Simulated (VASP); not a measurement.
Crystal: TiSi2.

```
CELL_PARAMETERS angstrom
0.00000 3.49697 3.49697
3.49697 0.00000 3.49697
3.49697 3.49697 0.00000
ATOMIC_POSITIONS crystal
Ti 0.00000 0.00000 0.00000
Ti 0.25000 0.25000 0.25000
Si 0.62500 0.62500 0.62500
Si 0.12500 0.62500 0.62500
Si 0.62500 0.62500 0.12500
Si 0.62500 0.12500 0.62500
```

| Item | Value |
| --- | --- |
| Program | VASP 6.6.1 |
| Task | relaxation of cell and atoms |
| Functional | PBE |
| Potentials or basis | VASP PAW PBE potentials, release 64 (Ti_sv, Si) |
| Cutoff | 600 eV |
| k mesh | 4 × 4 × 4 |
| Occupations | gaussian, width 0.1 eV |
| Spin | no spin polarisation |

At the start: pressure -4.3 GPa; volume 14.25 Å³/atom.

Question: Where does the relaxation end?

Answer: Over 3 steps the energy falls by 6.5 meV/atom and the volume is 13.79 Å³/atom (-3.3 %); space group Fd-3m (No. 227, to 0.1 Å) before and after.

Step by step:
```
step  energy change (eV)  largest force (eV/Å)  pressure (GPa)  volume (Å³)
   1              0.0000                0.0000           -4.32        85.53
   2             -0.0202                0.0000            3.28        80.86
   3             -0.0388                0.0000           -0.01        82.72
```

Final structure:
```
Ti Si
1.0
     0.00000    3.45834    3.45834
     3.45834    0.00000    3.45834
     3.45834    3.45834    0.00000
Ti Si
2 4
Direct
  0.00000 0.00000 0.00000
  0.25000 0.25000 0.25000
  0.62500 0.62500 0.62500
  0.12500 0.62500 0.62500
  0.62500 0.62500 0.12500
  0.62500 0.12500 0.62500
```

Caveat: the k points lie up to 0.39 Å⁻¹ apart in the final cell, too coarse for converged energies and pressures of a metal.
